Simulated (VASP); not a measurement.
# KF in VASP: notebook, part 2 of 2

VASP 6.6.1. Earlier steps stand in the parts before.

## (4) Single point, PBE

This run uses another cell than the first one, of 22.26 Å³/atom, 1.190 times its volume.

Contents of INCAR:

```
ALGO = Normal
EDIFF = 1E-6
ENCUT = 520
GGA = PE
GGA_COMPAT = F
ISIF = 2
ISMEAR = 0
LASPH = T
LCHARG = F
LREAL = F
LWAVE = F
NBANDS = 15
NELM = 120
PREC = Accurate
SIGMA = 0.1
```

Contents of KPOINTS:

```
k-points
0
Gamma
  3 1 2
```

Contents of POSCAR:

```
KF
1.0
    0.0000000000      2.8128779093      2.8128779093
    2.8128779093      0.0000000000      2.8128779093
    2.8128779093      2.8128779093      0.0000000000
K F
1 1
Direct
   -0.0002056613      0.0042996889      0.0002031727
    0.5004228926      0.4911516051      0.4995821167
```

Potentials or basis: VASP PAW PBE potentials, release 64 (K_sv, F).

Run with:

```bash
$ cat potpaw_PBE.64/K_sv/POTCAR potpaw_PBE.64/F/POTCAR > POTCAR
$ mpirun -np 1 vasp_std > vasp.out
```

OUTCAR:

```text
EDIFF = 1E-6
   ENCUT = 520
   GGA = PE
   ISIF = 2
   ISMEAR = 0
   LASPH = T
   LREAL = F
   NELM = 120
   PREC = Accurate

 ion  position               nearest neighbor table
   1  1.000  0.004  0.000-   2 2.77   2 2.78   2 2.81   2 2.81   2 2.85   2 2.85
   2  0.500  0.491  0.500-   1 2.77   1 2.78   1 2.81   1 2.81   1 2.85   1 2.85

  LATTYP: Found a face centered cubic cell.
 ALAT       =     5.6257558186

  Lattice vectors:

 A1 = (   0.0000000000,   2.8128779093,   2.8128779093)
 A2 = (   2.8128779093,   0.0000000000,   2.8128779093)
 A3 = (   2.8128779093,   2.8128779093,   0.0000000000)

Analysis of symmetry for initial positions (statically):
=====================================================================
 Subroutine PRICEL returns:
 Original cell was already a primitive cell.

 Routine SETGRP: Setting up the symmetry group for a
 face centered cubic supercell.

 Subroutine GETGRP returns: Found  2 space group operations
 (whereof  2 operations were pure point group operations)
 out of a pool of 48 trial point group operations.

The static configuration has the point symmetry C_1h.

Analysis of symmetry for dynamics (positions and initial velocities):
=====================================================================
 Subroutine PRICEL returns:
 Original cell was already a primitive cell.

 Routine SETGRP: Setting up the symmetry group for a
 face centered cubic supercell.

 Subroutine GETGRP returns: Found  2 space group operations
 (whereof  2 operations were pure point group operations)
 out of a pool of 48 trial point group operations.

The dynamic configuration has the point symmetry C_1h.

 Subroutine INISYM returns: Found  2 space group operations
 (whereof  2 operations are pure point group operations),
 and found     1 'primitive' translations

----------------------------------------------------------------------------------------

[... 122 lines left out ...]
   LEPSILON=     F    determine dielectric tensor
   LRPA    =     F    only Hartree local field effects (RPA)
 non-spin polarized calculation
 Gauss-broadening in eV      SIGMA  =   0.10
  energy-cutoff  :      520.00
  volume of cell :       44.51
 maximum number of plane-waves:      1243
 NGX is ok and might be reduce to    30
   NGX = 15   NGY = 15   NGZ = 15

 number of electron      15.9999999 magnetization

 Free energy of the ion-electron system (eV)
  ---------------------------------------------------
  ext. energy  EPLUGINS =         0.00000000
  ---------------------------------------------------
  free energy    TOTEN  =        -8.02744479 eV

  energy without entropy =       -8.02744479  energy(sigma->0) =       -8.02744479

 E-fermi :  -2.4835     XC(G=0):  -7.7055

 val. band max:       -3.0206948869   @ k =   0.0000   0.0000   0.0000
 cond. band min:       2.2939490253   @ k =   0.0000   0.0000   0.0000
 fundamental gap:      5.3146439121
 Fermi energy:        -2.4834630517

 k-point     1 :       0.0000    0.0000    0.0000
  band No.  band energies     occupation
      1     -29.7383      2.00000
      2     -21.6201      2.00000
      3     -13.0947      2.00000
      4     -13.0762      2.00000
      5     -13.0615      2.00000
      6      -3.0682      2.00000
      7      -3.0659      2.00000
      8      -3.0207      2.00000
      9       2.2939      0.00000
     10       7.0599      0.00000
     11       7.0817      0.00000
     12       7.1140      0.00000
     13       8.5572      0.00000
     14       8.5714      0.00000
[... 41 lines left out ...]
      2     -21.6240      2.00000
      3     -13.3538      2.00000
      4     -13.2231      2.00000
      5     -13.1649      2.00000
      6      -3.3767      2.00000
      7      -3.2380      2.00000
      8      -3.1411      2.00000
      9       5.2763      0.00000
     10       6.0557      0.00000
     11       7.5642      0.00000
     12       9.2982      0.00000
     13       9.9414      0.00000
     14      10.2544      0.00000
     15      10.9085      0.00000

------------------------ aborting loop because EDIFF is reached ----------------------------------------

  FORCE on cell =-STRESS in cart. coord.  units (eV):
  Direction    XX          YY          ZZ          XY          YZ          ZX
  --------------------------------------------------------------------------------------
  -------------------------------------------------------------------------------------
  Total       -0.1820325     -0.6375298     -0.1839381      0.0000000      0.0000000      1.3817690
  in kB       -6.5520450    -22.9471315     -6.6206364      0.0000000      0.0000000     49.7351430
  external PRESSURE =     -12.0399376 kB  Pullay stress =       0.0000000 kB

 VOLUME and BASIS-vectors are now :
 -----------------------------------------------------------------------------
  energy-cutoff  :      520.00
  volume of cell :       44.51
      direct lattice vectors                 reciprocal lattice vectors
     0.000000000  2.812877909  2.812877909    -0.177753893  0.177753893  0.177753893
     2.812877909  0.000000000  2.812877909     0.177753893 -0.177753893  0.177753893
     2.812877909  2.812877909  0.000000000     0.177753893  0.177753893 -0.177753893

 POSITION                                       TOTAL-FORCE (eV/Angst)
 -----------------------------------------------------------------------------------
      0.01267      2.81287      2.82439        -0.026856     -0.000000     -0.029840
      2.78681      2.81289      2.78918         0.026856      0.000000      0.029840
 -----------------------------------------------------------------------------------
    total drift:                               -0.000138     -0.022163     -0.000145

  FREE ENERGIE OF THE ION-ELECTRON SYSTEM (eV)
  ---------------------------------------------------
  free  energy   TOTEN  =        -8.0274447899 eV

  energy  without entropy=       -8.0274447899  energy(sigma->0) =       -8.02744479
```

OSZICAR:

```text
N       E                     dE             d eps       ncg     rms          rms(c)
DAV:   1     0.110178662502E+03    0.11018E+03   -0.75703E+03   120   0.987E+02
DAV:   2    -0.429427087501E+01   -0.11447E+03   -0.10700E+03   155   0.281E+02
DAV:   3    -0.922161760900E+01   -0.49273E+01   -0.49022E+01   155   0.522E+01
DAV:   4    -0.940164616664E+01   -0.18003E+00   -0.18002E+00   166   0.855E+00
DAV:   5    -0.940246176195E+01   -0.81560E-03   -0.81559E-03   162   0.735E-01    0.629E+00
DAV:   6    -0.806665705698E+01    0.13358E+01   -0.41897E+00   127   0.135E+01    0.299E+00
DAV:   7    -0.802940963571E+01    0.37247E-01   -0.63196E-02   127   0.209E+00    0.169E+00
DAV:   8    -0.802501392968E+01    0.43957E-02   -0.65001E-02   120   0.239E+00    0.218E-01
DAV:   9    -0.802677202455E+01   -0.17581E-02   -0.44482E-03   148   0.529E-01    0.120E-01
DAV:  10    -0.802734937450E+01   -0.57735E-03   -0.60823E-04   127   0.197E-01    0.653E-02
DAV:  11    -0.802744608310E+01   -0.96709E-04   -0.10420E-04   127   0.794E-02    0.166E-02
DAV:  12    -0.802744421852E+01    0.18646E-05   -0.16448E-05   162   0.311E-02    0.316E-03
DAV:  13    -0.802744478992E+01   -0.57141E-06   -0.20104E-06   120   0.111E-02
   1 F= -.80274448E+01 E0= -.80274448E+01  d E =-.277719E-14
```

Wall time 9.6 s (1 thread of Intel Xeon 8259CL, shared host); peak memory 0.16 GiB.

What came out:

* Free energy: -8.0274 eV
* Pressure: -1.2 GPa
* Largest force: 0.040 eV/Å
* Band gap on the k mesh: 5.31 eV, direct

Forces on the atoms (eV/Å):
```
K   -0.027  0.000 -0.030
F    0.027  0.000  0.030
```

Stress tensor (GPa, compression positive):
```
-0.66  0.00  4.97
 0.00 -2.29  0.00
 4.97  0.00 -0.66
```

Caveat: the k points lie up to 1.93 Å⁻¹ apart.

## (5) Single point, PBE

This run uses another cell than the first one, of 22.26 Å³/atom, 1.190 times its volume.

Contents of INCAR:

```
SYSTEM = KF
PREC = Accurate ; ENCUT = 520
EDIFF = 1E-6 ; ISMEAR = 0
SIGMA = 0.1 ; LREAL = .False.
LASPH = .True. ; NELM = 120
ALGO = Normal ; ISIF = 2
LWAVE = .False. ; LCHARG = .False.
GGA = PE ; NBANDS = 15
GGA_COMPAT = .False.
```

Contents of KPOINTS:

```
Automatic mesh
0
Gamma
  3 1 2
  0 0 0
```

Contents of POSCAR:

```
KF
1.0
    0.0000000000      2.8128779093      2.8128779093
    2.8128779093      0.0000000000      2.8128779093
    2.8128779093      2.8128779093      0.0000000000
K F
1 1
Direct
   -0.0003144466      0.0063424367      0.0003108916
    0.5006472180      0.4869470145      0.4993602799
```

Run with:

```bash
$ cat potpaw_PBE.64/K_sv/POTCAR potpaw_PBE.64/F/POTCAR > POTCAR
$ mpirun -np 1 vasp_std > vasp.out
```

It took 11 s on 1 thread of Intel Xeon 8259CL, shared host; peak memory 0.16 GiB.

Results (log left out):

- Free energy: -8.0262 eV
- Pressure: -1.2 GPa
- Largest force: 0.059 eV/Å
- Band gap on the k mesh: 5.32 eV, direct

Forces in eV/Å, atoms in the order of the input:
```
K   -0.040  0.000 -0.044
F    0.040  0.000  0.044
```

Stress tensor (GPa, compression positive):
```
-0.61  0.04  4.97
 0.04 -2.30 -0.04
 4.97 -0.04 -0.63
```

Levels at points of the mesh, in eV from the valence-band top:
```csv
k point,band 6,band 7,band 8,band 9,band 10,band 11
"(0.00, 0.00, 0.00)",-0.05,-0.04,0.00,5.32,10.08,10.11
"(0.00, 0.00, 0.50)",-0.69,-0.29,-0.24,8.31,9.40,11.23
```

Caveat: the k points lie up to 1.93 Å⁻¹ apart.
